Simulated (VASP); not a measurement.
# Ca2Ir (Fm-3m) in VASP: further runs

The runs below take Ca2Ir through single point, relaxation of cell and atoms, with PBE.

All numbers are computed with VASP 6.6.1; they aren't measurements. Logs are shortened: lines on timing, memory, paths and dates and some standing lists are left out, and cuts for length are marked.

### Step 1. The cell of the first run

It takes space group Fm-3m (No. 225, cubic). Conventional cell: a = 5.993 Å, b = 5.993 Å, c = 5.993 Å, α = 90.00°, β = 90.00°, γ = 90.00°. Within 3.4 Å of Ca (site symmetry -43m) lie 4 Ir at 2.59 Å and 6 Ca at 3.00 Å. Ir (site symmetry m-3m) has 8 Ca at 2.59 Å within 3.4 Å.

The cell was generated, and may not be a known phase.

### Step 2. Single point, PBE

File INCAR:

```
SYSTEM = Ca2Ir
  PREC = Accurate
  ENCUT = 520
  EDIFF = 1E-6
  ISMEAR = 0
  SIGMA = 0.1
  LREAL = .FALSE.
  LASPH = .TRUE.
  NELM = 60
  ALGO = Normal
  ISIF = 2
  LWAVE = .FALSE.
  LCHARG = .FALSE.
  GGA = PE
  NBANDS = 22
```

File KPOINTS:

```
regular mesh
0
G
  6 6 6
  0 0 0
```

File POSCAR:

```
Ca2Ir
1.0
    0.0000000000      2.9963092200      2.9963092200
    2.9963092200      0.0000000000      2.9963092200
    2.9963092200      2.9963092200      0.0000000000
Ca Ir
2 1
Direct
    0.2500000000      0.2500000000      0.2500000000
    0.7500000000      0.7500000000      0.7500000000
    0.0000000000      0.0000000000      0.0000000000
```

Potentials or basis: VASP PAW PBE potentials, release 64 (Ca_sv, Ir).

Run with:

```bash
> cat potpaw_PBE.64/Ca_sv/POTCAR potpaw_PBE.64/Ir/POTCAR > POTCAR
> mpirun -np 1 vasp_std > vasp.out
```

OUTCAR:

```text
SYSTEM = Ca2Ir
   PREC = Accurate
   ENCUT = 520
   EDIFF = 1E-6
   ISMEAR = 0
   LREAL = .FALSE.
   LASPH = .TRUE.
   NELM = 60
   ISIF = 2
   GGA = PE

 ion  position               nearest neighbor table
   1  0.250  0.250  0.250-   3 2.59   3 2.59   3 2.59   3 2.59   2 3.00   2 3.00   2 3.00   2 3.00
                             2 3.00   2 3.00
   2  0.750  0.750  0.750-   3 2.59   3 2.59   3 2.59   3 2.59   1 3.00   1 3.00   1 3.00   1 3.00
                             1 3.00   1 3.00
   3  0.000  0.000  0.000-   2 2.59   2 2.59   2 2.59   1 2.59   1 2.59   1 2.59   2 2.59   1 2.59

  LATTYP: Found a face centered cubic cell.
 ALAT       =     5.9926184400

  Lattice vectors:

 A1 = (   0.0000000000,   2.9963092200,   2.9963092200)
 A2 = (   2.9963092200,   0.0000000000,   2.9963092200)
 A3 = (   2.9963092200,   2.9963092200,   0.0000000000)

Analysis of symmetry for initial positions (statically):
=====================================================================
 Subroutine PRICEL returns:
 Original cell was already a primitive cell.

 Routine SETGRP: Setting up the symmetry group for a
 face centered cubic supercell.

 Subroutine GETGRP returns: Found 48 space group operations
 (whereof 48 operations were pure point group operations)
 out of a pool of 48 trial point group operations.

The static configuration has the point symmetry O_h .

Analysis of symmetry for dynamics (positions and initial velocities):
=====================================================================
 Subroutine PRICEL returns:
 Original cell was already a primitive cell.

 Routine SETGRP: Setting up the symmetry group for a
 face centered cubic supercell.

 Subroutine GETGRP returns: Found 48 space group operations
 (whereof 48 operations were pure point group operations)
 out of a pool of 48 trial point group operations.

The dynamic configuration has the point symmetry O_h .

 Subroutine INISYM returns: Found 48 space group operations
 (whereof 48 operations are pure point group operations),
 and found     1 'primitive' translations

----------------------------------------------------------------------------------------

                                     Primitive cell

  volume of cell :      53.8009

  direct lattice vectors                    reciprocal lattice vectors
     0.000000000  2.996309220  2.996309220    -0.166871963  0.166871963  0.166871963
     2.996309220  0.000000000  2.996309220     0.166871963 -0.166871963  0.166871963
     2.996309220  2.996309220  0.000000000     0.166871963  0.166871963 -0.166871963

  length of vectors
     4.237421136  4.237421136  4.237421136     0.289030718  0.289030718  0.289030718

  position of ions in fractional coordinates (direct lattice)
     0.250000000  0.250000000  0.250000000
     0.750000000  0.750000000  0.750000000
     0.000000000  0.000000000  0.000000000

  ion indices of the primitive-cell ions
   primitive index   ion index
                 1           1
                 2           2
                 3           3

----------------------------------------------------------------------------------------

 KPOINTS: regular mesh

Automatic generation of k-mesh.
 Grid dimensions read from file:
 generate k-points for:    6    6    6

 Generating k-lattice:

  Cartesian coordinates                     Fractional coordinates (reciprocal lattice)
    -0.027811994  0.027811994  0.027811994     0.166666667  0.000000000  0.000000000
     0.027811994 -0.027811994  0.027811994     0.000000000  0.166666667  0.000000000
     0.027811994  0.027811994 -0.027811994     0.000000000  0.000000000  0.166666667

  Length of vectors
     0.048171786  0.048171786  0.048171786

  Shift w.r.t. Gamma in fractional coordinates (k-lattice)
     0.000000000  0.000000000  0.000000000

 Subroutine IBZKPT returns following result:
 ===========================================

 Found     16 irreducible k-points:

 Following reciprocal coordinates:
            Coordinates               Weight
  0.000000  0.000000  0.000000      1.000000
  0.166667  0.000000  0.000000      8.000000
  0.333333  0.000000  0.000000      8.000000
  0.500000  0.000000  0.000000      4.000000
  0.166667  0.166667  0.000000      6.000000
  0.333333  0.166667  0.000000     24.000000
[... 8 lines left out ...]
 -0.333333  0.333333  0.166667     24.000000
 -0.333333  0.500000  0.166667     12.000000
   k-points           NKPTS =     16   k-points in BZ     NKDIM =     16   number of bands    NBANDS=     22
   number of dos      NEDOS =    301   number of ions     NIONS =      3
   total plane-waves  NPLWV =  32768
   dimension x,y,z NGX =    32 NGY =   32 NGZ =   32
   dimension x,y,z NGXF=    64 NGYF=   64 NGZF=   64
   ions per type =               2   1
   NGX,Y,Z   is equivalent  to a cutoff of  12.55, 12.55, 12.55 a.u.
   NGXF,Y,Z  is equivalent  to a cutoff of  25.11, 25.11, 25.11 a.u.
 SYSTEM =  Ca2Ir
   PREC   = accura    normal or accurate (medium, high low for compatibility)
   ISTART =      0    job   : 0-new  1-cont  2-samecut
   ICHARG =      2    charge: 1-file 2-atom 10-const
   ISPIN  =      1    spin polarized calculation?
   LNONCOLLINEAR =      F non collinear calculations
   LSORBIT =      F    spin-orbit coupling
   LASPH  =      T    aspherical Exc in radial PAW
   ENCUT  =  520.0 eV  38.22 Ry    6.18 a.u.   7.88  7.88  7.88*2*pi/ulx,y,z
   NELM   =     60;   NELMIN=  2; NELMDL= -5     # of ELM steps
   EDIFF  = 0.1E-05   stopping-criterion for ELM
   LREAL  =      F    real-space projection
   EDIFFG = 0.1E-04   stopping-criterion for IOM
   NSW    =      0    number of steps for IOM
   IBRION =     -1    ionic relax: 0-MD 1-quasi-New 2-CG
   NFREE  =      0    steps in history (QN), initial steepest desc. (CG)
   ISIF   =      2    stress and relaxation
   ISYM   =      2    0-nonsym 1-usesym 2-fastsym
   POTIM  = 0.5000    time-step for ionic-motion
   TEBEG  =    0.0;   TEEND  =   0.0 temperature during run
   PSTRESS=    0.0 pullay stress
   NELECT =      29.0000    total number of electrons
   NUPDOWN=      -1.0000    fix difference up-down
   EMIN   =  10.00;   EMAX   =-10.00  energy-range for DOS
   EFERMI =   0.00;   METHOD = LEGACY
   ISMEAR =     0;   SIGMA  =   0.10  broadening in eV -4-tet -1-fermi 0-gaus
   EFERMI_NEDOS =   21; number of points for ismear=-14 and -15
   IALGO  =     38    algorithm
   IMIX   =      4    mixing-type and parameters
     AMIX     =   0.40;   BMIX     =  1.00
     AMIX_MAG =   1.60;   BMIX_MAG =  1.00
  volume/ion in A,a.u.               =      17.93       121.02
  Fermi-wavevector in a.u.,A,eV,Ry     =   1.332327  2.517733 24.151641  1.775096
  Thomas-Fermi vector in A             =   2.461270
   LORBIT       =      0    0 simple, 1 ext, 2 COOP (PROOUT), +10 PAW based schemes
   GGA     = PE    functional components
   LHFCALC =     F    Hartree Fock is set to
   AEXX    =    0.0000 exact exchange contribution
   IVDW    =     0    specifies the selected vdW correction
   LEPSILON=     F    determine dielectric tensor
   LRPA    =     F    only Hartree local field effects (RPA)
 non-spin polarized calculation
 Gauss-broadening in eV      SIGMA  =   0.10
  energy-cutoff  :      520.00
  volume of cell :       53.80
 maximum number of plane-waves:      1464
   NGX = 15   NGY = 15   NGZ = 15

 number of electron      28.9999996 magnetization

 Free energy of the ion-electron system (eV)
  ---------------------------------------------------
  ext. energy  EPLUGINS =         0.00000000
  ---------------------------------------------------
  free energy    TOTEN  =       -10.55189592 eV

  energy without entropy =      -10.53959224  energy(sigma->0) =      -10.54574408

 E-fermi :   6.1892     XC(G=0): -11.2271

 val. band max:        6.1537023825   @ k =  -0.3333   0.1667   0.0000
 cond. band min:       6.1996958142   @ k =   0.1667   0.1667   0.0000
 fundamental gap:      0.0459934317
 Fermi energy:         6.1891547133

 k-point     1 :       0.0000    0.0000    0.0000
  band No.  band energies     occupation
      1     -33.6177      2.00000
      2     -33.2380      2.00000
      3     -15.0642      2.00000
      4     -15.0642      2.00000
      5     -15.0642      2.00000
      6     -14.2777      2.00000
[... 14 lines left out ...]
     21      13.7221      0.00000
     22      13.7221      0.00000

 k-point     2 :       0.1667    0.0000    0.0000
  band No.  band energies     occupation
      1     -33.5889      2.00000
      2     -33.2632      2.00000
      3     -15.0148      2.00000
      4     -15.0148      2.00000
      5     -15.0047      2.00000
      6     -14.3769      2.00000
[... 14 lines left out ...]
     21      13.1164      0.00000
     22      13.1164      0.00000

 k-point     3 :       0.3333    0.0000    0.0000
  band No.  band energies     occupation
      1     -33.5147      2.00000
      2     -33.3300      2.00000
      3     -14.8804      2.00000
      4     -14.8804      2.00000
      5     -14.8776      2.00000
      6     -14.5776      2.00000
[... 14 lines left out ...]
     21      11.9691      0.00000
     22      11.9691      0.00000

 k-point     4 :       0.5000    0.0000    0.0000
  band No.  band energies     occupation
      1     -33.4278      2.00000
      2     -33.4129      2.00000
      3     -14.7831      2.00000
      4     -14.7275      2.00000
      5     -14.7275      2.00000
      6     -14.7062      2.00000
[... 14 lines left out ...]
     21      11.2887      0.00000
     22      11.2887      0.00000

 k-point     5 :       0.1667    0.1667    0.0000
  band No.  band energies     occupation
      1     -33.5811      2.00000
      2     -33.2695      2.00000
      3     -15.0745      2.00000
      4     -15.0745      2.00000
      5     -14.8377      2.00000
      6     -14.5720      2.00000
[... 217 lines left out ...]
 k-point    14 :       0.5000    0.3333    0.1667
  band No.  band energies     occupation
      1     -33.4778      2.00000
      2     -33.3598      2.00000
      3     -15.1532      2.00000
      4     -15.0625      2.00000
      5     -14.8816      2.00000
      6     -14.4864      2.00000
[... 14 lines left out ...]
     21      11.4381      0.00000
     22      11.7933      0.00000

 k-point    15 :      -0.3333    0.3333    0.1667
  band No.  band energies     occupation
      1     -33.4191      2.00000
      2     -33.4153      2.00000
      3     -15.2070      2.00000
      4     -15.1353      2.00000
      5     -14.6969      2.00000
      6     -14.6769      2.00000
[... 14 lines left out ...]
     21      11.5052      0.00000
     22      11.8853      0.00000

 k-point    16 :      -0.3333    0.5000    0.1667
  band No.  band energies     occupation
      1     -33.4427      2.00000
      2     -33.3894      2.00000
      3     -15.3204      2.00000
      4     -15.1615      2.00000
      5     -14.8948      2.00000
      6     -14.4625      2.00000
[... 14 lines left out ...]
     21      11.7113      0.00000
     22      11.7691      0.00000

------------------------ aborting loop because EDIFF is reached ----------------------------------------

  FORCE on cell =-STRESS in cart. coord.  units (eV):
  Direction    XX          YY          ZZ          XY          YZ          ZX
  --------------------------------------------------------------------------------------
  -------------------------------------------------------------------------------------
  Total       15.2531958     15.2531958     15.2531958      0.0000000     -0.0000000     -0.0000000
  in kB      454.2359882    454.2359882    454.2359882      0.0000000     -0.0000000     -0.0000000
  external PRESSURE =     454.2359882 kB  Pullay stress =       0.0000000 kB

 VOLUME and BASIS-vectors are now :
 -----------------------------------------------------------------------------
  energy-cutoff  :      520.00
  volume of cell :       53.80
      direct lattice vectors                 reciprocal lattice vectors
     0.000000000  2.996309220  2.996309220    -0.166871963  0.166871963  0.166871963
     2.996309220  0.000000000  2.996309220     0.166871963 -0.166871963  0.166871963
     2.996309220  2.996309220  0.000000000     0.166871963  0.166871963 -0.166871963

 POSITION                                       TOTAL-FORCE (eV/Angst)
 -----------------------------------------------------------------------------------
      1.49815      1.49815      1.49815        -0.000000     -0.000000     -0.000000
      4.49446      4.49446      4.49446         0.000000      0.000000      0.000000
      0.00000      0.00000      0.00000        -0.000000     -0.000000     -0.000000
 -----------------------------------------------------------------------------------
    total drift:                               -0.000000     -0.000000      0.000000

  FREE ENERGIE OF THE ION-ELECTRON SYSTEM (eV)
  ---------------------------------------------------
  free  energy   TOTEN  =       -10.5518959158 eV

  energy  without entropy=      -10.5395922385  energy(sigma->0) =      -10.54574408
```

It took 29 s on 1 thread of AMD EPYC 7R13, shared host; peak memory 0.15 GiB.

What came out:

```yaml
Free_energy: -10.5519 eV
Pressure: 45.4 GPa
Band_gap_on_the_k_mesh: zero (an odd number of electrons rules out a gap without spin polarisation)
```

Caveat: the cell stands under pressure; spin-orbit coupling is left out, which moves the levels of the heavy elements.

(Part 1 of 3 ends here.)

The gap in the log of VASP goes by the Fermi energy; the results here count the filled bands.